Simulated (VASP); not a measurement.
# Al9H in VASP: notebook

The runs below take Al9H through single point, with PBE.

Program: VASP 6.6.1. These are calculated values, not measurements. Logs are shortened: lines on timing, memory, paths and dates and some standing lists are left out, and cuts for length are marked.

## Step 1: The cell of the first run

The cell holds a slab with vacuum, 10 atoms: a = 2.854 Å, b = 9.808 Å, c = 21.790 Å, α = 90.00°, β = 90.00°, γ = 98.37°.

## Step 2: Single point, PBE

File INCAR:

```
SYSTEM = Al9H
PREC = Accurate ; ENCUT = 520
EDIFF = 1E-6 ; ISMEAR = 0
SIGMA = 0.1 ; LREAL = .FALSE.
LASPH = .TRUE. ; NELM = 80
ALGO = Normal ; ISIF = 2
LWAVE = .FALSE. ; LCHARG = .FALSE.
LDIPOL = .TRUE. ; IDIPOL = 3
DIPOL = 0.5 0.5 0.311 ; GGA = PE
NBANDS = 25
```

File KPOINTS:

```
regular mesh
0
G
  9 3 1
  0 0 0
```

File POSCAR:

```
Al9H
1.0
    2.8543223330      0.0000000000      0.0000000000
   -1.4271611665      9.7033329366      0.0000000000
    0.0000000000      0.0000000000     21.7902708969
Al H
9 1
Direct
    0.5324485604      0.0648971207      0.1835681630
    0.6709687938      0.3419375876      0.2292758741
    0.2986728405      0.5973456810      0.2384174163
    0.9263768872      0.8527537744      0.2475589585
    0.0639738222      0.1277383808      0.2937147080
    0.1995905480      0.4042696935      0.3452583266
    0.8288544886      0.6597110299      0.3524478004
    0.4526361687      0.9111292155      0.3607640453
    0.5925232094      0.1814597089      0.4034034702
    0.5925232094      0.1814597089      0.4575560783
```

Potentials or basis: VASP PAW PBE potentials, release 64 (Al, H).

On the command line:

```console
$ cat potpaw_PBE.64/Al/POTCAR potpaw_PBE.64/H/POTCAR > POTCAR
$ mpirun -np 1 vasp_std > vasp.out
```

OUTCAR:

```text
SYSTEM = Al9H
   PREC = Accurate
   ENCUT = 520
   EDIFF = 1E-6
   ISMEAR = 0
   LREAL = .FALSE.
   LASPH = .TRUE.
   NELM = 80
   ISIF = 2
   GGA = PE

 ion  position               nearest neighbor table
   1  0.532  0.065  0.184-   5 2.86   5 2.86   2 2.87   4 2.87   4 2.87
   2  0.671  0.342  0.229-   1 2.87   3 2.87   3 2.87   5 2.89   5 2.89   6 2.96   6 2.97
   3  0.299  0.597  0.238-   4 2.87   4 2.87   2 2.87   2 2.87   7 2.93   7 2.93   6 2.99
   4  0.926  0.853  0.248-   5 2.85   3 2.87   3 2.87   1 2.87   1 2.87   8 2.90   8 2.91   7 2.96

   5  0.064  0.128  0.294-   9 2.83   9 2.83   4 2.85   1 2.86   1 2.86   2 2.89   2 2.89   6 2.91
                             8 2.93   8 2.93
   6  0.200  0.404  0.345-   7 2.86   7 2.87   9 2.88   9 2.89   5 2.91   2 2.96   2 2.97   3 2.99

   7  0.829  0.660  0.352-   8 2.83   8 2.83   6 2.86   6 2.87   3 2.93   3 2.93   4 2.96
   8  0.453  0.911  0.361-   9 2.78   7 2.83   7 2.83   4 2.90   4 2.91   5 2.93   5 2.93
   9  0.593  0.181  0.403-  10 1.18   8 2.78   5 2.83   5 2.83   6 2.88   6 2.89
  10  0.593  0.181  0.458-   9 1.18

  LATTYP: Found a base centered orthorhombic cell.
 ALAT       =     2.8543223330
 B/A-ratio  =     6.7990449603
 C/A-ratio  =     7.6341311018

  Lattice vectors:

 A1 = (   1.4271611665,  -9.7033329366,   0.0000000000)
 A2 = (   1.4271611665,   9.7033329366,   0.0000000000)
 A3 = (   0.0000000000,   0.0000000000,  21.7902708969)

Analysis of symmetry for initial positions (statically):
=====================================================================
 Subroutine PRICEL returns:
 Original cell was already a primitive cell.

 Routine SETGRP: Setting up the symmetry group for a
 base centered orthorhombic supercell.

 Subroutine GETGRP returns: Found  1 space group operations
 (whereof  1 operations were pure point group operations)
 out of a pool of  8 trial point group operations.

The static configuration has the point symmetry C_1 .

Analysis of symmetry for dynamics (positions and initial velocities):
=====================================================================
 Subroutine PRICEL returns:
 Original cell was already a primitive cell.

 Routine SETGRP: Setting up the symmetry group for a
 base centered orthorhombic supercell.

 Subroutine GETGRP returns: Found  1 space group operations
 (whereof  1 operations were pure point group operations)
 out of a pool of  8 trial point group operations.

The dynamic configuration has the point symmetry C_1 .

 Subroutine INISYM returns: Found  1 space group operations
 (whereof  1 operations are pure point group operations),
 and found     1 'primitive' translations

----------------------------------------------------------------------------------------

                                     Primitive cell

  volume of cell :     603.5129

  direct lattice vectors                    reciprocal lattice vectors
     2.854322333  0.000000000  0.000000000     0.350345856  0.051528686  0.000000000
    -1.427161166  9.703332937  0.000000000     0.000000000  0.103057373  0.000000000
     0.000000000  0.000000000 21.790270897     0.000000000  0.000000000  0.045892041

  length of vectors
     2.854322333  9.807724460 21.790270897     0.354114987  0.103057373  0.045892041

  position of ions in fractional coordinates (direct lattice)
     0.532448560  0.064897121  0.183568163
     0.670968794  0.341937588  0.229275874
     0.298672840  0.597345681  0.238417416
     0.926376887  0.852753774  0.247558959
     0.063973822  0.127738381  0.293714708
     0.199590548  0.404269693  0.345258327
     0.828854489  0.659711030  0.352447800
     0.452636169  0.911129215  0.360764045
     0.592523209  0.181459709  0.403403470
     0.592523209  0.181459709  0.457556078

  ion indices of the primitive-cell ions
   primitive index   ion index
                 1           1
                 2           2
                 3           3
                 4           4
                 5           5
                 6           6
                 7           7
                 8           8
                 9           9
                10          10
[... 39 lines left out ...]
 -----------------------------------------------------------------------------

 WARNING: IBZKPT: internal override: KBLOWUP is changed to .FALSE.
      ... skipping the blow-up phase ...

 Subroutine IBZKPT returns following result:
 ===========================================

 Found     14 irreducible k-points:

 Following reciprocal coordinates:
            Coordinates               Weight
  0.000000  0.000000  0.000000      1.000000
  0.111111  0.000000  0.000000      2.000000
  0.222222  0.000000  0.000000      2.000000
  0.333333 -0.000000  0.000000      2.000000
  0.444444  0.000000  0.000000      2.000000
  0.000000  0.333333  0.000000      2.000000
  0.111111  0.333333  0.000000      2.000000
  0.222222  0.333333  0.000000      2.000000
  0.333333  0.333333  0.000000      2.000000
  0.444444  0.333333  0.000000      2.000000
 -0.444444  0.333333  0.000000      2.000000
 -0.333333  0.333333  0.000000      2.000000
 -0.222222  0.333333  0.000000      2.000000
 -0.111111  0.333333  0.000000      2.000000
   k-points           NKPTS =     14   k-points in BZ     NKDIM =     14   number of bands    NBANDS=     25
   number of dos      NEDOS =    301   number of ions     NIONS =     10
   total plane-waves  NPLWV = 311040
   dimension x,y,z NGX =    24 NGY =   80 NGZ =  162
   dimension x,y,z NGXF=    48 NGYF=  160 NGZF=  324
   ions per type =               9   1
   NGX,Y,Z   is equivalent  to a cutoff of  13.98, 13.56, 12.36 a.u.
   NGXF,Y,Z  is equivalent  to a cutoff of  27.96, 27.12, 24.72 a.u.
 SYSTEM =  Al9H
   PREC   = accura    normal or accurate (medium, high low for compatibility)
   ISTART =      0    job   : 0-new  1-cont  2-samecut
   ICHARG =      2    charge: 1-file 2-atom 10-const
   ISPIN  =      1    spin polarized calculation?
   LNONCOLLINEAR =      F non collinear calculations
   LSORBIT =      F    spin-orbit coupling
   LASPH  =      T    aspherical Exc in radial PAW
   ENCUT  =  520.0 eV  38.22 Ry    6.18 a.u.   5.31 18.24 40.52*2*pi/ulx,y,z
   NELM   =     80;   NELMIN=  2; NELMDL= -5     # of ELM steps
   EDIFF  = 0.1E-05   stopping-criterion for ELM
   LREAL  =      F    real-space projection
   EDIFFG = 0.1E-04   stopping-criterion for IOM
   NSW    =      0    number of steps for IOM
   IBRION =     -1    ionic relax: 0-MD 1-quasi-New 2-CG
   NFREE  =      0    steps in history (QN), initial steepest desc. (CG)
   ISIF   =      2    stress and relaxation
   ISYM   =      2    0-nonsym 1-usesym 2-fastsym
   POTIM  = 0.5000    time-step for ionic-motion
   TEBEG  =    0.0;   TEEND  =   0.0 temperature during run
   PSTRESS=    0.0 pullay stress
   NELECT =      28.0000    total number of electrons
   NUPDOWN=      -1.0000    fix difference up-down
   EMIN   =  10.00;   EMAX   =-10.00  energy-range for DOS
   EFERMI =   0.00;   METHOD = LEGACY
   ISMEAR =     0;   SIGMA  =   0.10  broadening in eV -4-tet -1-fermi 0-gaus
   EFERMI_NEDOS =   21; number of points for ismear=-14 and -15
   IALGO  =     38    algorithm
   IMIX   =      4    mixing-type and parameters
     AMIX     =   0.40;   BMIX     =  1.00
     AMIX_MAG =   1.60;   BMIX_MAG =  1.00
  volume/ion in A,a.u.               =      60.35       407.27
  Fermi-wavevector in a.u.,A,eV,Ry     =   0.588255  1.111640  4.708207  0.346043
  Thomas-Fermi vector in A             =   1.635447
   LORBIT       =      0    0 simple, 1 ext, 2 COOP (PROOUT), +10 PAW based schemes
   GGA     = PE    functional components
   LHFCALC =     F    Hartree Fock is set to
   AEXX    =    0.0000 exact exchange contribution
   IVDW    =     0    specifies the selected vdW correction
   LEPSILON=     F    determine dielectric tensor
   LRPA    =     F    only Hartree local field effects (RPA)
 non-spin polarized calculation
 Gauss-broadening in eV      SIGMA  =   0.10
  energy-cutoff  :      520.00
  volume of cell :      603.51
 maximum number of plane-waves:     16329
 NGX is ok and might be reduce to    24
   NGX = 11   NGY = 37   NGZ = 81

 dipolmoment           0.000000      0.000000     -0.095125 electrons x Angstroem

 number of electron      28.0000000 magnetization

 dipolmoment           0.000000      0.000000      0.052837 electrons x Angstroem

 Free energy of the ion-electron system (eV)
  ---------------------------------------------------
  ext. energy  EPLUGINS =         0.00000000
  ---------------------------------------------------
  free energy    TOTEN  =       -31.79848809 eV

  energy without entropy =      -31.76839549  energy(sigma->0) =      -31.78344179

 E-fermi :  -1.1603     XC(G=0):  -3.4580

 val. band max:       -1.1614066297   @ k =   0.0000   0.0000   0.0000
 cond. band min:      -1.1383980354   @ k =   0.2222   0.0000   0.0000
 fundamental gap:      0.0230085943
 Fermi energy:        -1.1602924793

 k-point     1 :       0.0000    0.0000    0.0000
  band No.  band energies     occupation
      1     -11.2616      2.00000
      2      -9.7651      2.00000
      3      -9.5633      2.00000
      4      -9.2079      2.00000
      5      -7.5898      2.00000
      6      -7.0796      2.00000
[... 381 lines left out ...]
     24       3.1892      0.00000
     25       3.2895      0.00000

------------------------ aborting loop because EDIFF is reached ----------------------------------------

 vacuum level on the upper side and lower side of the slab       (xc-potential included)         0.105        -0.225

  FORCE on cell =-STRESS in cart. coord.  units (eV):
  Direction    XX          YY          ZZ          XY          YZ          ZX
  --------------------------------------------------------------------------------------
  -------------------------------------------------------------------------------------
  Total       -5.0719211     -5.2271775     14.5995254      1.3553506     -0.5438255     -0.0392800
  in kB      -13.4646943    -13.8768615     38.7581235      3.5981201     -1.4437219     -0.1042788
  external PRESSURE =       3.8055226 kB  Pullay stress =       0.0000000 kB

 VOLUME and BASIS-vectors are now :
 -----------------------------------------------------------------------------
  energy-cutoff  :      520.00
  volume of cell :      603.51
      direct lattice vectors                 reciprocal lattice vectors
     2.854322333  0.000000000  0.000000000     0.350345856  0.051528686  0.000000000
    -1.427161166  9.703332937  0.000000000     0.000000000  0.103057373  0.000000000
     0.000000000  0.000000000 21.790270897     0.000000000  0.000000000  0.045892041

 POSITION                                       TOTAL-FORCE (eV/Angst)
 -----------------------------------------------------------------------------------
      1.42716      0.62972      4.00000         0.007474      0.171907      0.019819
      1.42716      3.31793      4.99598         0.010118      0.074127      0.019572
     -0.00000      5.79624      5.19518        -0.012666     -0.014046      0.033894
      1.42716      8.27455      5.39438         0.000529     -0.153950     -0.116629
      0.00030      1.23949      6.40012        -0.003166      0.080833      0.273176
     -0.00726      3.92276      7.52327         0.008315      0.040750      0.009180
      1.42430      6.40140      7.67993         0.000902     -0.095862      0.002757
     -0.00836      8.84099      7.86115        -0.000347     -0.237530     -0.008902
      1.43228      1.76076      8.79027        -0.006805      0.213099    -13.092325
      1.43228      1.76076      9.97027        -0.004354     -0.079328     12.859459
 -----------------------------------------------------------------------------------
    total drift:                                0.000011     -0.000052      0.000167

  FREE ENERGIE OF THE ION-ELECTRON SYSTEM (eV)
  ---------------------------------------------------
  free  energy   TOTEN  =       -31.7984880929 eV

  energy  without entropy=      -31.7683954865  energy(sigma->0) =      -31.78344179

 vacuum level on the upper side and lower side of the slab         3.241         2.900
```

Run time: 6.3 min. Hardware: 1 thread of Intel Xeon 6975P-C (Granite Rapids), shared host; peak memory 0.72 GiB.

What came out:

* Free energy: -31.7985 eV
* Largest force: 13.094 eV/Å
* Band gap on the k mesh: zero (bands 14 and 15 overlap by 0.66 eV)

Forces on the atoms (eV/Å):
```
Al    0.007   0.172   0.020
Al    0.010   0.074   0.020
Al   -0.013  -0.014   0.034
Al    0.001  -0.154  -0.117
Al   -0.003   0.081   0.273
Al    0.008   0.041   0.009
Al    0.001  -0.096   0.003
Al    0.000  -0.238  -0.009
Al   -0.007   0.213 -13.092
H    -0.004  -0.079  12.859
```

## Step 3: Single point, PBE

File INCAR:

```
SYSTEM = Al9H
PREC = Accurate
ENCUT = 520
EDIFF = 1E-7
ISMEAR = 0
SIGMA = 0.1
LREAL = .False.
LASPH = .True.
NELM = 60
ALGO = Normal
ISIF = 2
LWAVE = .False.
LCHARG = .False.
LDIPOL = .True.
IDIPOL = 3
DIPOL = 0.5 0.5 0.315
GGA = PE
NBANDS = 25
```

File KPOINTS:

```
regular mesh
0
Gamma
  9 3 1
  0 0 0
```

Changes to POSCAR since step 2:

```diff
@@ -17,2 +17,2 @@
     0.5925232094      0.1814597089      0.4034034702
-    0.5925232094      0.1814597089      0.4575560783
+    0.5925232094      0.1814597089      0.4983999946
```

Potentials or basis: VASP PAW PBE potentials, release 64 (Al, H).

On the command line:

```console
$ cat potpaw_PBE.64/Al/POTCAR potpaw_PBE.64/H/POTCAR > POTCAR
$ mpirun -np 1 vasp_std > vasp.out
```

Run time: 7.3 min. Hardware: 1 thread of Intel Xeon 6975P-C (Granite Rapids), shared host; peak memory 0.69 GiB.

Results (log left out):

- Free energy: -33.0942 eV
- Largest force: 2.119 eV/Å
- Band gap on the k mesh: zero (bands 14 and 15 overlap by 0.61 eV)

Forces in eV/Å, atoms in the order of the input:
```
Al   0.008  0.127 -0.120
Al   0.013  0.046  0.049
Al  -0.013  0.018 -0.014
Al   0.001 -0.133 -0.166
Al  -0.006  0.025  0.142
Al   0.005  0.026  0.069
Al   0.001 -0.146  0.032
Al   0.004 -0.110  0.059
Al  -0.005  0.174  2.068
H   -0.008 -0.027 -2.119
```

Levels at points of the mesh, in eV from the Fermi level:
| k point | band 10 | band 11 | band 12 | band 13 | band 14 | band 15 | band 16 | band 17 | band 18 | band 19 |
| --- | --- | --- | --- | --- | --- | --- | --- | --- | --- | --- |
| (0.00, 0.00, 0.00) | -2.80 | -2.01 | -1.82 | -1.42 | -1.11 | -0.20 | 1.89 | 1.99 | 2.21 | 2.66 |

(Part 1 of 2 ends here.)

The gap in the log of VASP goes by the Fermi energy; the results here count the filled bands.